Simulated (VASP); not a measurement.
# LiCl (Pm-3m) in VASP: notebook, part 3 of 3

VASP 6.6.1. The steps go on from the part before.

### 4 Single point, PBE (volume changed by -3%)

INCAR reads:

```
ALGO = Normal ; EDIFF = 1E-6
ENCUT = 520 ; GGA = PE
ISIF = 2 ; ISMEAR = 0
LASPH = True ; LCHARG = True
LELF = True ; LREAL = False
LVHAR = True ; LWAVE = False
NBANDS = 12 ; NELM = 80
PREC = Accurate ; SIGMA = 0.01
```

KPOINTS reads:

```
k-points
0
Gamma
  6 6 6
```

POSCAR reads:

```
LiCl
1.0
    3.2479021331      0.0000000000      0.0000000000
    0.0000000000      3.2479021331      0.0000000000
    0.0000000000      0.0000000000      3.2479021331
Li Cl
1 1
Direct
    0.0000000000      0.0000000000      0.0000000000
    0.5000000000      0.5000000000      0.5000000000
```

Potentials or basis: VASP PAW PBE potentials, release 64 (Li_sv, Cl).

The run is started by

```console
$ cat potpaw_PBE.64/Li_sv/POTCAR potpaw_PBE.64/Cl/POTCAR > POTCAR
$ mpirun -np 1 vasp_std > vasp.out
```

OUTCAR:

```text
EDIFF = 1E-6
   ENCUT = 520
   GGA = PE
   ISIF = 2
   ISMEAR = 0
   LASPH = True
   LREAL = False
   NELM = 80
   PREC = Accurate

 ion  position               nearest neighbor table
   1  0.000  0.000  0.000-
   2  0.500  0.500  0.500-

  LATTYP: Found a simple cubic cell.
 ALAT       =     3.2479021331

  Lattice vectors:

 A1 = (   3.2479021331,   0.0000000000,   0.0000000000)
 A2 = (   0.0000000000,   3.2479021331,   0.0000000000)
 A3 = (   0.0000000000,   0.0000000000,   3.2479021331)

Analysis of symmetry for initial positions (statically):
=====================================================================
 Subroutine PRICEL returns:
 Original cell was already a primitive cell.

 Routine SETGRP: Setting up the symmetry group for a
 simple cubic supercell.

 Subroutine GETGRP returns: Found 48 space group operations
 (whereof 48 operations were pure point group operations)
 out of a pool of 48 trial point group operations.

The static configuration has the point symmetry O_h .

Analysis of symmetry for dynamics (positions and initial velocities):
=====================================================================
 Subroutine PRICEL returns:
 Original cell was already a primitive cell.

 Routine SETGRP: Setting up the symmetry group for a
 simple cubic supercell.

 Subroutine GETGRP returns: Found 48 space group operations
 (whereof 48 operations were pure point group operations)
 out of a pool of 48 trial point group operations.

The dynamic configuration has the point symmetry O_h .

 Subroutine INISYM returns: Found 48 space group operations
 (whereof 48 operations are pure point group operations),
 and found     1 'primitive' translations

----------------------------------------------------------------------------------------

                                     Primitive cell

  volume of cell :      34.2617

  direct lattice vectors                    reciprocal lattice vectors
     3.247902133  0.000000000  0.000000000     0.307891051  0.000000000  0.000000000
     0.000000000  3.247902133  0.000000000     0.000000000  0.307891051  0.000000000
     0.000000000  0.000000000  3.247902133     0.000000000  0.000000000  0.307891051

  length of vectors
     3.247902133  3.247902133  3.247902133     0.307891051  0.307891051  0.307891051

  position of ions in fractional coordinates (direct lattice)
     0.000000000  0.000000000  0.000000000
     0.500000000  0.500000000  0.500000000

  ion indices of the primitive-cell ions
   primitive index   ion index
                 1           1
                 2           2

----------------------------------------------------------------------------------------

 KPOINTS: k-points

Automatic generation of k-mesh.
 Grid dimensions read from file:
 generate k-points for:    6    6    6

 Generating k-lattice:

  Cartesian coordinates                     Fractional coordinates (reciprocal lattice)
     0.051315175  0.000000000  0.000000000     0.166666667  0.000000000  0.000000000
     0.000000000  0.051315175  0.000000000     0.000000000  0.166666667  0.000000000
     0.000000000  0.000000000  0.051315175     0.000000000  0.000000000  0.166666667

  Length of vectors
     0.051315175  0.051315175  0.051315175

  Shift w.r.t. Gamma in fractional coordinates (k-lattice)
     0.000000000  0.000000000  0.000000000

 Subroutine IBZKPT returns following result:
 ===========================================

 Found     20 irreducible k-points:

 Following reciprocal coordinates:
            Coordinates               Weight
  0.000000  0.000000  0.000000      1.000000
  0.166667  0.000000  0.000000      6.000000
  0.333333  0.000000  0.000000      6.000000
  0.500000  0.000000  0.000000      3.000000
  0.166667  0.166667  0.000000     12.000000
  0.333333  0.166667  0.000000     24.000000
[... 12 lines left out ...]
  0.500000  0.500000  0.333333      6.000000
  0.500000  0.500000  0.500000      1.000000
   k-points           NKPTS =     20   k-points in BZ     NKDIM =     20   number of bands    NBANDS=     12
   number of dos      NEDOS =    301   number of ions     NIONS =      2
   total plane-waves  NPLWV =  13824
   dimension x,y,z NGX =    24 NGY =   24 NGZ =   24
   dimension x,y,z NGXF=    48 NGYF=   48 NGZF=   48
   ions per type =               1   1
   NGX,Y,Z   is equivalent  to a cutoff of  12.28, 12.28, 12.28 a.u.
   NGXF,Y,Z  is equivalent  to a cutoff of  24.57, 24.57, 24.57 a.u.
 SYSTEM =  unknown system
   PREC   = accura    normal or accurate (medium, high low for compatibility)
   ISTART =      0    job   : 0-new  1-cont  2-samecut
   ICHARG =      2    charge: 1-file 2-atom 10-const
   ISPIN  =      1    spin polarized calculation?
   LNONCOLLINEAR =      F non collinear calculations
   LSORBIT =      F    spin-orbit coupling
   LASPH  =      T    aspherical Exc in radial PAW
   ENCUT  =  520.0 eV  38.22 Ry    6.18 a.u.   6.04  6.04  6.04*2*pi/ulx,y,z
   NELM   =     80;   NELMIN=  2; NELMDL= -5     # of ELM steps
   EDIFF  = 0.1E-05   stopping-criterion for ELM
   LREAL  =      F    real-space projection
   EDIFFG = 0.1E-04   stopping-criterion for IOM
   NSW    =      0    number of steps for IOM
   IBRION =     -1    ionic relax: 0-MD 1-quasi-New 2-CG
   NFREE  =      0    steps in history (QN), initial steepest desc. (CG)
   ISIF   =      2    stress and relaxation
   ISYM   =      2    0-nonsym 1-usesym 2-fastsym
   POTIM  = 0.5000    time-step for ionic-motion
   TEBEG  =    0.0;   TEEND  =   0.0 temperature during run
   PSTRESS=    0.0 pullay stress
   NELECT =      10.0000    total number of electrons
   NUPDOWN=      -1.0000    fix difference up-down
   EMIN   =  10.00;   EMAX   =-10.00  energy-range for DOS
   EFERMI =   0.00;   METHOD = LEGACY
   ISMEAR =     0;   SIGMA  =   0.01  broadening in eV -4-tet -1-fermi 0-gaus
   EFERMI_NEDOS =   21; number of points for ismear=-14 and -15
   IALGO  =     38    algorithm
   IMIX   =      4    mixing-type and parameters
     AMIX     =   0.40;   BMIX     =  1.00
     AMIX_MAG =   1.60;   BMIX_MAG =  1.00
  volume/ion in A,a.u.               =      17.13       115.60
  Fermi-wavevector in a.u.,A,eV,Ry     =   1.085938  2.052126 16.044839  1.179262
  Thomas-Fermi vector in A             =   2.222064
   LORBIT       =      0    0 simple, 1 ext, 2 COOP (PROOUT), +10 PAW based schemes
   GGA     = PE    functional components
   LHFCALC =     F    Hartree Fock is set to
   AEXX    =    0.0000 exact exchange contribution
   IVDW    =     0    specifies the selected vdW correction
   LEPSILON=     F    determine dielectric tensor
   LRPA    =     F    only Hartree local field effects (RPA)
 non-spin polarized calculation
 Gauss-broadening in eV      SIGMA  =   0.01
  energy-cutoff  :      520.00
  volume of cell :       34.26
 maximum number of plane-waves:       931
   NGX = 13   NGY = 13   NGZ = 13

 number of electron      10.0000003 magnetization

 Free energy of the ion-electron system (eV)
  ---------------------------------------------------
  ext. energy  EPLUGINS =         0.00000000
  ---------------------------------------------------
  free energy    TOTEN  =        -6.81735826 eV

  energy without entropy =       -6.81735826  energy(sigma->0) =       -6.81735826

 E-fermi :   1.8397     XC(G=0):  -8.7060

 val. band max:        1.7365987235   @ k =   0.5000   0.5000   0.0000
 cond. band min:       6.2542719192   @ k =   0.0000   0.0000   0.0000
 fundamental gap:      4.5176731958
 Fermi energy:         1.8396878807

 k-point     1 :       0.0000    0.0000    0.0000
  band No.  band energies     occupation
      1     -43.5680      2.00000
      2     -12.6069      2.00000
      3       0.8882      2.00000
      4       0.8882      2.00000
      5       0.8882      2.00000
      6       6.2543      0.00000
      7      10.3873      0.00000
      8      10.3873      0.00000
      9      15.0782      0.00000
     10      15.0782      0.00000
     11      15.0782      0.00000
     12      18.8261      0.00000
[... 271 lines left out ...]
 k-point    20 :       0.5000    0.5000    0.5000
  band No.  band energies     occupation
      1     -43.5596      2.00000
      2     -11.0644      2.00000
      3      -0.8223      2.00000
      4      -0.8223      2.00000
      5      -0.8223      2.00000
      6       6.8664      0.00000
      7       6.8664      0.00000
      8       6.8664      0.00000
      9      13.9083      0.00000
     10      20.6427      0.00000
     11      20.6427      0.00000
     12      20.6427      0.00000

------------------------ aborting loop because EDIFF is reached ----------------------------------------

  FORCE on cell =-STRESS in cart. coord.  units (eV):
  Direction    XX          YY          ZZ          XY          YZ          ZX
  --------------------------------------------------------------------------------------
  -------------------------------------------------------------------------------------
  Total        0.2003393      0.2003393      0.2003393      0.0000000      0.0000000     -0.0000000
  in kB        9.3684539      9.3684539      9.3684539      0.0000000      0.0000000     -0.0000000
  external PRESSURE =       9.3684539 kB  Pullay stress =       0.0000000 kB

 VOLUME and BASIS-vectors are now :
 -----------------------------------------------------------------------------
  energy-cutoff  :      520.00
  volume of cell :       34.26
      direct lattice vectors                 reciprocal lattice vectors
     3.247902133  0.000000000  0.000000000     0.307891051  0.000000000  0.000000000
     0.000000000  3.247902133  0.000000000     0.000000000  0.307891051  0.000000000
     0.000000000  0.000000000  3.247902133     0.000000000  0.000000000  0.307891051

 POSITION                                       TOTAL-FORCE (eV/Angst)
 -----------------------------------------------------------------------------------
      0.00000      0.00000      0.00000         0.000000      0.000000      0.000000
      1.62395      1.62395      1.62395         0.000000      0.000000      0.000000
 -----------------------------------------------------------------------------------
    total drift:                                0.000000     -0.000000     -0.000000

  FREE ENERGIE OF THE ION-ELECTRON SYSTEM (eV)
  ---------------------------------------------------
  free  energy   TOTEN  =        -6.8173582605 eV

  energy  without entropy=       -6.8173582605  energy(sigma->0) =       -6.81735826
```

Wall time 8.7 s (1 thread of Intel Xeon 6975P-C, shared host); peak memory 0.13 GiB.

What came out:

```
Free energy            : -6.8174 eV
Band gap on the k mesh : 4.52 eV, indirect (least direct gap 5.20 eV)
```

Levels at points of the mesh, in eV from the valence-band top:
| k point | band 1 | band 2 | band 3 | band 4 | band 5 | band 6 | band 7 | band 8 | band 9 | band 10 |
| --- | --- | --- | --- | --- | --- | --- | --- | --- | --- | --- |
| (0.00, 0.00, 0.00) | -45.30 | -14.34 | -0.85 | -0.85 | -0.85 | 4.52 | 8.65 | 8.65 | 13.34 | 13.34 |
| (0.50, 0.00, 0.00) | -45.30 | -13.81 | -4.07 | -0.36 | -0.36 | 5.89 | 9.66 | 10.24 | 10.24 | 10.54 |
| (0.50, 0.50, 0.00) | -45.30 | -13.27 | -3.45 | -3.45 | 0.00 | 5.20 | 9.92 | 9.92 | 10.70 | 13.40 |
| (0.50, 0.50, 0.50) | -45.30 | -12.80 | -2.56 | -2.56 | -2.56 | 5.13 | 5.13 | 5.13 | 12.17 | 18.91 |

Caveat: the cutoff is under 1.25 times the usual one of these potentials, so pressure, stress and relaxed cells hold a basis-set (Pulay) error.

### 5 Single point, PBE (volume changed by +3%)

INCAR reads:

```
SYSTEM = LiCl
PREC     = Accurate       ! precision mode
ENCUT    = 520            ! plane-wave cutoff, eV
EDIFF    = 1E-7           ! SCF threshold, eV
ISMEAR   = 0              ! smearing method
SIGMA    = 0.01           ! smearing width, eV
LREAL    = .FALSE.        ! projectors in reciprocal space
LASPH    = .TRUE.         ! aspherical terms in the spheres
NELM     = 80             ! most SCF steps
ALGO     = Normal         ! electronic algorithm
ISIF     = 2              ! what is computed and relaxed
LWAVE    = .FALSE.        ! write WAVECAR
LCHARG   = .TRUE.         ! write CHGCAR
GGA      = PE             ! functional
LELF     = .TRUE.         ! ELF
LVHAR    = .TRUE.       
NBANDS   = 12             ! bands
```

KPOINTS reads:

```
regular mesh
0
G
  6 6 6
  0 0 0
```

POSCAR reads:

```
LiCl
1.0
    3.3135340004      0.0000000000      0.0000000000
    0.0000000000      3.3135340004      0.0000000000
    0.0000000000      0.0000000000      3.3135340004
Li Cl
1 1
Direct
    0.0000000000      0.0000000000      0.0000000000
    0.5000000000      0.5000000000      0.5000000000
```

The run is started by

```console
$ cat potpaw_PBE.64/Li_sv/POTCAR potpaw_PBE.64/Cl/POTCAR > POTCAR
$ mpirun -np 1 vasp_std > vasp.out
```

Run time: 18 s. Hardware: 1 thread of Intel Xeon 6975P-C, shared host; peak memory 0.15 GiB.

It converged, with:

```
Free energy            : -6.8176 eV
Band gap on the k mesh : 4.29 eV, indirect (least direct gap 5.05 eV)
```

Levels at points of the mesh, in eV from the valence-band top:
```csv
k point,band 2,band 3,band 4,band 5,band 6,band 7,band 8,band 9
"(0.00, 0.00, 0.00)",-14.05,-0.76,-0.76,-0.76,4.29,8.76,8.76,12.96
"(0.50, 0.00, 0.00)",-13.58,-3.73,-0.32,-0.32,5.79,9.23,10.17,10.17
"(0.50, 0.50, 0.00)",-13.12,-3.14,-3.14,0.00,5.27,9.64,9.64,10.58
"(0.50, 0.50, 0.50)",-12.72,-2.33,-2.33,-2.33,5.28,5.28,5.28,11.76
```

Caveat: the cutoff is under 1.25 times the usual one of these potentials, so pressure, stress and relaxed cells hold a basis-set (Pulay) error.

### 6 Single point, PBE (volume changed by +6%)

INCAR reads:

```
PREC = Accurate
ENCUT = 520
EDIFF = 1E-6
ISMEAR = 0
SIGMA = 0.01
LREAL = F
LASPH = T
NELM = 100
ALGO = Normal
ISIF = 2
LWAVE = F
LCHARG = F
GGA = PE
NBANDS = 12
```

KPOINTS reads:

```
Automatic mesh
0
Gamma
  6 6 6
```

POSCAR reads:

```
LiCl
1.0
    3.3453968589      0.0000000000      0.0000000000
    0.0000000000      3.3453968589      0.0000000000
    0.0000000000      0.0000000000      3.3453968589
Li Cl
1 1
Direct
    0.0000000000      0.0000000000      0.0000000000
    0.5000000000      0.5000000000      0.5000000000
```

Potentials or basis: VASP PAW PBE potentials, release 64 (Li_sv, Cl).

The run is started by

```console
$ cat potpaw_PBE.64/Li_sv/POTCAR potpaw_PBE.64/Cl/POTCAR > POTCAR
$ mpirun -np 1 vasp_std > vasp.out
```

Wall time 16 s (1 thread of Intel Xeon 6975P-C, shared host); peak memory 0.15 GiB.

It converged, with:

```yaml
Free_energy: -6.8092 eV
Band_gap_on_the_k_mesh: 4.18 eV, indirect (least direct gap 4.91 eV)
```

Levels at points of the mesh, in eV from the valence-band top:
| k point | band 3 | band 4 | band 5 | band 6 | band 7 | band 8 |
| --- | --- | --- | --- | --- | --- | --- |
| (0.00, 0.00, 0.00) | -0.72 | -0.72 | -0.72 | 4.18 | 8.80 | 8.80 |
| (0.50, 0.00, 0.00) | -3.58 | -0.31 | -0.31 | 5.74 | 9.03 | 10.14 |
| (0.50, 0.50, 0.00) | -3.00 | -3.00 | 0.00 | 5.29 | 9.51 | 9.51 |
| (0.50, 0.50, 0.50) | -2.22 | -2.22 | -2.22 | 5.34 | 5.34 | 5.34 |

Caveat: the cutoff is under 1.25 times the usual one of these potentials, so pressure, stress and relaxed cells hold a basis-set (Pulay) error. A k mesh can miss the band edges.

### 7 The runs side by side

| cell | gap on the mesh (eV) |
| --- | --- |
| a = 3.281 Å, 2 atoms | 4.40 |
| a = 3.214 Å, 2 atoms | 4.65 |
| a = 3.248 Å, 2 atoms | 4.52 |
| a = 3.314 Å, 2 atoms | 4.29 |
| a = 3.345 Å, 2 atoms | 4.18 |

Alike in all rows: task single point; level PBE; potentials or basis VASP PAW PBE potentials, release 64 (Li_sv, Cl); no spin polarisation; k mesh 6 × 6 × 6; cutoff (eV) 520; smearing gaussian 0.01 eV.

Caveats: the cutoff is under 1.25 times the usual one of these potentials, so pressure, stress and relaxed cells hold a basis-set (Pulay) error.

Total energies depend on the potentials used, so only differences within one code and one set of settings carry meaning.
